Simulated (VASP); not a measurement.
# Al (Fm-3m) in VASP: further runs

The runs below take Al through single point, relaxation of cell and atoms, with PBE.

Everything below comes from runs of VASP 6.6.1. Logs are shortened: lines on timing, memory, paths and dates and some standing lists are left out, and cuts for length are marked.

**1. The cell of the first run**

Symmetry: Fm-3m, No. 225, cubic system. Conventional cell: a = 4.041 Å, b = 4.041 Å, c = 4.041 Å, α = 90.00°, β = 90.00°, γ = 90.00°. Al (site symmetry m-3m) has 12 Al at 2.86 Å within 3.8 Å.

**2. Single point, PBE**

The input, INCAR:

```
PREC = Accurate
ENCUT = 520
EDIFF = 1E-6
ISMEAR = -1
SIGMA = 0.05
LREAL = F
LASPH = T
NELM = 60
ALGO = Normal
ISIF = 2
LWAVE = F
LCHARG = F
GGA = PE
NBANDS = 8
```

The input, KPOINTS:

```
Automatic mesh
0
Gamma
  18 18 18
```

The input, POSCAR:

```
Al
1.0
    0.0000000000      2.0206724462      2.0206724462
    2.0206724462      0.0000000000      2.0206724462
    2.0206724462      2.0206724462      0.0000000000
Al
1
Direct
    0.0000000000      0.0000000000      0.0000000000
```

Potentials or basis: VASP PAW PBE potentials, release 64 (Al).

Command:

```bash
cat potpaw_PBE.64/Al/POTCAR > POTCAR
mpirun -np 1 vasp_std > vasp.out
```

OUTCAR:

```text
PREC = Accurate
   ENCUT = 520
   EDIFF = 1E-6
   ISMEAR = -1
   LREAL = F
   LASPH = T
   NELM = 60
   ISIF = 2
   GGA = PE

 ion  position               nearest neighbor table
   1  0.000  0.000  0.000-

  LATTYP: Found a face centered cubic cell.
 ALAT       =     4.0413448924

  Lattice vectors:

 A1 = (   0.0000000000,   2.0206724462,   2.0206724462)
 A2 = (   2.0206724462,   0.0000000000,   2.0206724462)
 A3 = (   2.0206724462,   2.0206724462,   0.0000000000)

Analysis of symmetry for initial positions (statically):
=====================================================================
 Subroutine PRICEL returns:
 Original cell was already a primitive cell.

 Routine SETGRP: Setting up the symmetry group for a
 face centered cubic supercell.

 Subroutine GETGRP returns: Found 48 space group operations
 (whereof 48 operations were pure point group operations)
 out of a pool of 48 trial point group operations.

The static configuration has the point symmetry O_h .

Analysis of symmetry for dynamics (positions and initial velocities):
=====================================================================
 Subroutine PRICEL returns:
 Original cell was already a primitive cell.

 Routine SETGRP: Setting up the symmetry group for a
 face centered cubic supercell.

 Subroutine GETGRP returns: Found 48 space group operations
 (whereof 48 operations were pure point group operations)
 out of a pool of 48 trial point group operations.

The dynamic configuration has the point symmetry O_h .

 Subroutine INISYM returns: Found 48 space group operations
 (whereof 48 operations are pure point group operations),
 and found     1 'primitive' translations

----------------------------------------------------------------------------------------

                                     Primitive cell

  volume of cell :      16.5013

  direct lattice vectors                    reciprocal lattice vectors
     0.000000000  2.020672446  2.020672446    -0.247442380  0.247442380  0.247442380
     2.020672446  0.000000000  2.020672446     0.247442380 -0.247442380  0.247442380
     2.020672446  2.020672446  0.000000000     0.247442380  0.247442380 -0.247442380

  length of vectors
     2.857662379  2.857662379  2.857662379     0.428582775  0.428582775  0.428582775

  position of ions in fractional coordinates (direct lattice)
     0.000000000  0.000000000  0.000000000

[... 70 lines left out ...]
   LNONCOLLINEAR =      F non collinear calculations
   LSORBIT =      F    spin-orbit coupling
   LASPH  =      T    aspherical Exc in radial PAW
   ENCUT  =  520.0 eV  38.22 Ry    6.18 a.u.   5.31  5.31  5.31*2*pi/ulx,y,z
   NELM   =     60;   NELMIN=  2; NELMDL= -5     # of ELM steps
   EDIFF  = 0.1E-05   stopping-criterion for ELM
   LREAL  =      F    real-space projection
   EDIFFG = 0.1E-04   stopping-criterion for IOM
   NSW    =      0    number of steps for IOM
   IBRION =     -1    ionic relax: 0-MD 1-quasi-New 2-CG
   NFREE  =      0    steps in history (QN), initial steepest desc. (CG)
   ISIF   =      2    stress and relaxation
   ISYM   =      2    0-nonsym 1-usesym 2-fastsym
   POTIM  = 0.5000    time-step for ionic-motion
   TEBEG  =    0.0;   TEEND  =   0.0 temperature during run
   PSTRESS=    0.0 pullay stress
   NELECT =       3.0000    total number of electrons
   NUPDOWN=      -1.0000    fix difference up-down
   EMIN   =  10.00;   EMAX   =-10.00  energy-range for DOS
   EFERMI =   0.00;   METHOD = LEGACY
   ISMEAR =    -1;   SIGMA  =   0.05  broadening in eV -4-tet -1-fermi 0-gaus
   EFERMI_NEDOS =   21; number of points for ismear=-14 and -15
   IALGO  =     38    algorithm
   IMIX   =      4    mixing-type and parameters
     AMIX     =   0.40;   BMIX     =  1.00
     AMIX_MAG =   1.60;   BMIX_MAG =  1.00
  volume/ion in A,a.u.               =      16.50       111.36
  Fermi-wavevector in a.u.,A,eV,Ry     =   0.927419  1.752568 11.702453  0.860106
  Thomas-Fermi vector in A             =   2.053487
   LORBIT       =      0    0 simple, 1 ext, 2 COOP (PROOUT), +10 PAW based schemes
   GGA     = PE    functional components
   LHFCALC =     F    Hartree Fock is set to
   AEXX    =    0.0000 exact exchange contribution
   IVDW    =     0    specifies the selected vdW correction
   LEPSILON=     F    determine dielectric tensor
   LRPA    =     F    only Hartree local field effects (RPA)
 non-spin polarized calculation
  energy-cutoff  :      520.00
  volume of cell :       16.50
 maximum number of plane-waves:       459
 NGX is ok and might be reduce to    24
   NGX = 11   NGY = 11   NGZ = 11

 number of electron       3.0000000 magnetization

 Free energy of the ion-electron system (eV)
  ---------------------------------------------------
  ext. energy  EPLUGINS =         0.00000000
  ---------------------------------------------------
  free energy    TOTEN  =        -3.74534490 eV

  energy without entropy =       -3.74109182  energy(sigma->0) =       -3.74321836

 E-fermi :   7.9897     XC(G=0): -10.1962

 val. band max:        7.9842258461   @ k =  -0.2778   0.2778   0.0556
 cond. band min:       7.9915390987   @ k =  -0.2778   0.5000   0.2222
 fundamental gap:      0.0073132527
 Fermi energy:         7.9897328430

 k-point     1 :       0.0000    0.0000    0.0000
  band No.  band energies     occupation
      1      -3.1345      2.00000
      2      20.6182      0.00000
      3      20.6182      0.00000
      4      20.6182      0.00000
      5      22.1095      0.00000
      6      22.1095      0.00000
      7      22.1095      0.00000
      8      24.4647      0.00000
[... 243 lines left out ...]
 k-point    24 :      -0.2222    0.0556    0.0000
  band No.  band energies     occupation
      1      -1.4934      2.00000
      2      11.8400      0.00000
      3      17.2836      0.00000
      4      20.1350      0.00000
      5      21.8805      0.00000
      6      22.9311      0.00000
      7      23.3783      0.00000
      8      25.5805      0.00000

 [... further k-points ...]
[... 5 lines left out ...]
  --------------------------------------------------------------------------------------
  -------------------------------------------------------------------------------------
  Total       -0.0049077     -0.0049077     -0.0049077      0.0000000     -0.0000000      0.0000000
  in kB       -0.4765127     -0.4765127     -0.4765127      0.0000000     -0.0000000      0.0000000
  external PRESSURE =      -0.4765127 kB  Pullay stress =       0.0000000 kB

 VOLUME and BASIS-vectors are now :
 -----------------------------------------------------------------------------
  energy-cutoff  :      520.00
  volume of cell :       16.50
      direct lattice vectors                 reciprocal lattice vectors
     0.000000000  2.020672446  2.020672446    -0.247442380  0.247442380  0.247442380
     2.020672446  0.000000000  2.020672446     0.247442380 -0.247442380  0.247442380
     2.020672446  2.020672446  0.000000000     0.247442380  0.247442380 -0.247442380

 POSITION                                       TOTAL-FORCE (eV/Angst)
 -----------------------------------------------------------------------------------
      0.00000      0.00000      0.00000         0.000000      0.000000      0.000000
 -----------------------------------------------------------------------------------
    total drift:                               -0.000000     -0.000000     -0.000000

  FREE ENERGIE OF THE ION-ELECTRON SYSTEM (eV)
  ---------------------------------------------------
  free  energy   TOTEN  =        -3.7453449014 eV

  energy  without entropy=       -3.7410918156  energy(sigma->0) =       -3.74321836
```

stdout:

```text
POSCAR found type information on POSCAR Al
 POSCAR found :  1 types and       1 ions
 scaLAPACK will be used
 LDA part: xc-table for (Slater+PW92), standard interpolation
 POSCAR, INCAR and KPOINTS ok, starting setup
 FFT: planning ... GRIDC
 FFT: planning ... GRID_SOFT
 FFT: planning ... GRID
 WAVECAR not read
 entering main loop
```

Wall time 12 s (1 thread of Intel Xeon Platinum 8259CL at 2.50GHz (Skylake/Cascade Lake), shared host); peak memory 0.14 GiB.

Results:

```
Free energy : -3.7453 eV
Pressure    : 0.0 GPa
```

Levels at points of the mesh, in eV from the Fermi level:
```csv
k point,band 1,band 2,band 3,band 4,band 5,band 6
"(0.00, 0.00, 0.00)",-11.12,12.63,12.63,12.63,14.12,14.12
"(0.50, 0.00, 0.00)",-4.58,-4.37,11.42,11.42,11.47,11.47
"(0.50, 0.50, 0.00)",-2.91,-1.59,5.27,5.60,5.60,9.08
```

**3. Relaxation of cell and atoms, PBE**

The input, INCAR:

```
PREC = Accurate
ENCUT = 600
EDIFF = 1E-7
ISMEAR = -1
SIGMA = 0.05
LREAL = False
LASPH = True
NELM = 60
ALGO = Normal
ISIF = 3
LWAVE = False
LCHARG = False
GGA = PE
IBRION = 2
NSW = 60
EDIFFG = -0.005
```

KPOINTS is that of step 2.

The input, POSCAR:

```
Al
1.0
    0.0000000000      2.0199666694      2.0199666694
    2.0199666694      0.0000000000      2.0199666694
    2.0199666694      2.0199666694      0.0000000000
Al
1
Direct
    0.0000000000      0.0000000000      0.0000000000
```

Potentials or basis: VASP PAW PBE potentials, release 64 (Al).

Command:

```bash
cat potpaw_PBE.64/Al/POTCAR > POTCAR
mpirun -np 1 vasp_std > vasp.out
```

OUTCAR:

```text
PREC = Accurate
   ENCUT = 600
   EDIFF = 1E-7
   ISMEAR = -1
   LREAL = False
   LASPH = True
   NELM = 60
   ISIF = 3
   GGA = PE
   IBRION = 2
   NSW = 60
   EDIFFG = -0.005

 ion  position               nearest neighbor table
   1  0.000  0.000  0.000-

  LATTYP: Found a face centered cubic cell.
 ALAT       =     4.0399333388

  Lattice vectors:

 A1 = (   0.0000000000,   2.0199666694,   2.0199666694)
 A2 = (   2.0199666694,   0.0000000000,   2.0199666694)
 A3 = (   2.0199666694,   2.0199666694,   0.0000000000)

Analysis of symmetry for initial positions (statically):
=====================================================================
 Subroutine PRICEL returns:
 Original cell was already a primitive cell.

 Routine SETGRP: Setting up the symmetry group for a
 face centered cubic supercell.

 Subroutine GETGRP returns: Found 48 space group operations
 (whereof 48 operations were pure point group operations)
 out of a pool of 48 trial point group operations.

The static configuration has the point symmetry O_h .

[... 155 lines left out ...]

  energy without entropy =       -3.74115908  energy(sigma->0) =       -3.74328846

 E-fermi :   8.0006     XC(G=0): -10.2001

 val. band max:        7.9946231478   @ k =  -0.2778   0.2778   0.0556
 cond. band min:       8.0014556243   @ k =  -0.2778   0.5000   0.2222
 fundamental gap:      0.0068324765
 Fermi energy:         8.0006479984

 k-point     1 :       0.0000    0.0000    0.0000
  band No.  band energies     occupation
      1      -3.1309      2.00000
      2      20.6348      0.00000
      3      20.6348      0.00000
      4      20.6348      0.00000
      5      22.1340      0.00000
[... 177 lines left out ...]
 k-point    24 :      -0.2222    0.0556    0.0000
  band No.  band energies     occupation
      1      -1.4887      2.00000
      2      11.8532      0.00000
      3      17.3010      0.00000
      4      20.1542      0.00000
      5      21.9006      0.00000

 [... further k-points ...]

------------------------ aborting loop because EDIFF is reached ----------------------------------------

  FORCE on cell =-STRESS in cart. coord.  units (eV):
  Direction    XX          YY          ZZ          XY          YZ          ZX
  --------------------------------------------------------------------------------------
  -------------------------------------------------------------------------------------
  Total        0.0035796      0.0035796      0.0035796      0.0000000      0.0000000      0.0000000
  in kB        0.3479184      0.3479184      0.3479184      0.0000000      0.0000000      0.0000000
  external PRESSURE =       0.3479184 kB  Pullay stress =       0.0000000 kB

 VOLUME and BASIS-vectors are now :
 -----------------------------------------------------------------------------
  energy-cutoff  :      600.00
  volume of cell :       16.48
      direct lattice vectors                 reciprocal lattice vectors
     0.000000000  2.019966669  2.019966669    -0.247528837  0.247528837  0.247528837
     2.019966669  0.000000000  2.019966669     0.247528837 -0.247528837  0.247528837
     2.019966669  2.019966669  0.000000000     0.247528837  0.247528837 -0.247528837

 POSITION                                       TOTAL-FORCE (eV/Angst)
 -----------------------------------------------------------------------------------
      0.00000      0.00000      0.00000        -0.000000      0.000000      0.000000
 -----------------------------------------------------------------------------------
    total drift:                               -0.000000      0.000000      0.000000

  FREE ENERGIE OF THE ION-ELECTRON SYSTEM (eV)
  ---------------------------------------------------
  free  energy   TOTEN  =        -3.7454178460 eV

  energy  without entropy=       -3.7411590806  energy(sigma->0) =       -3.74328846

 reached required accuracy - stopping structural energy minimisation
```

CONTCAR:

```text
Al
   1.00000000000000
     0.0000000000000000    2.0199666694000000    2.0199666694000000
     2.0199666694000000    0.0000000000000000    2.0199666694000000
     2.0199666694000000    2.0199666694000000    0.0000000000000000
  Al
     1
Direct
     0.0000000000000000    0.0000000000000000    0.0000000000000000

  0.00000000E+00  0.00000000E+00  0.00000000E+00
```

Wall time 8.1 s (1 thread of Intel Xeon Platinum 8259CL at 2.50GHz (Skylake/Cascade Lake), shared host); peak memory 0.14 GiB.

What came out:

| Property | Result |
| --- | --- |
| Free energy | -3.7454 eV |
| Pressure after relaxing | 0.0 GPa |

Final structure:
```yaml
crystal:
  lattice:
    - [0.00000, 2.01997, 2.01997]
    - [2.01997, 0.00000, 2.01997]
    - [2.01997, 2.01997, 0.00000]
  atoms:
    - { symbol: Al, position: [0.00000, 0.00000, 0.00000] }
```

Caveat: the relaxation stopped at its first step, so nothing moved.

**4. Single point, PBE (volume scaled by 0.4)**

The input, INCAR:

```
  ALGO = Normal
  EDIFF = 1E-6
  ENCUT = 520
  GGA = PE
  ISIF = 2
  ISMEAR = -1
  LASPH = T
  LCHARG = T
  LELF = T
  LREAL = F
  LVHAR = T
  LWAVE = F
  NBANDS = 8
  NELM = 80
  PREC = Accurate
  SIGMA = 0.05
```

The input, KPOINTS:

```
k-points
0
Gamma
  18 18 18
```

The input, POSCAR:

```
Al
1.0
    0.0000000000      1.4888441880      1.4888441880
    1.4888441880      0.0000000000      1.4888441880
    1.4888441880      1.4888441880      0.0000000000
Al
1
Direct
    0.0000000000      0.0000000000      0.0000000000
```

Command:

```bash
cat potpaw_PBE.64/Al/POTCAR > POTCAR
mpirun -np 1 vasp_std > vasp.out
```

Run time: 9.6 s. Hardware: 1 thread of AMD EPYC 7R43 (Zen 3), shared host; peak memory 0.08 GiB.

The run converged. Its results:

```
Free energy : 3.0406 eV
Pressure    : 473.4 GPa
```

Levels at points of the mesh, in eV from the Fermi level:
| k point | band 1 | band 2 | band 3 | band 4 | band 5 | band 6 |
| --- | --- | --- | --- | --- | --- | --- |
| (0.00, 0.00, 0.00) | -18.30 | 19.35 | 19.35 | 19.35 | 25.25 | 30.40 |
| (0.50, 0.00, 0.00) | -8.02 | -5.60 | 16.98 | 16.98 | 23.05 | 26.39 |
| (0.50, 0.50, 0.00) | -4.16 | -3.15 | 5.23 | 12.91 | 12.91 | 25.52 |

**5. Overview**

| task | cell | cutoff (eV) | gap on the mesh (eV) | pressure (GPa) |
| --- | --- | --- | --- | --- |
| single point | a = 2.858 Å, angles 60.0°, 1 atom | 520 | none | 0.0 |
| relaxation of cell and atoms | relaxed from a = 2.857 Å, angles 60.0°, 1 atom | 600 | none | 0.0 |
| single point | a = 2.106 Å, angles 60.0°, 1 atom | 520 | none | 473.4 |

Alike in all rows: level PBE; potentials or basis VASP PAW PBE potentials, release 64 (Al); no spin polarisation; k mesh 18 × 18 × 18; smearing fermi-dirac 0.05 eV.

Caveats: the relaxation stopped at its first step, so nothing moved (some runs).

Absolute energies hang on the potentials; compare differences alone.
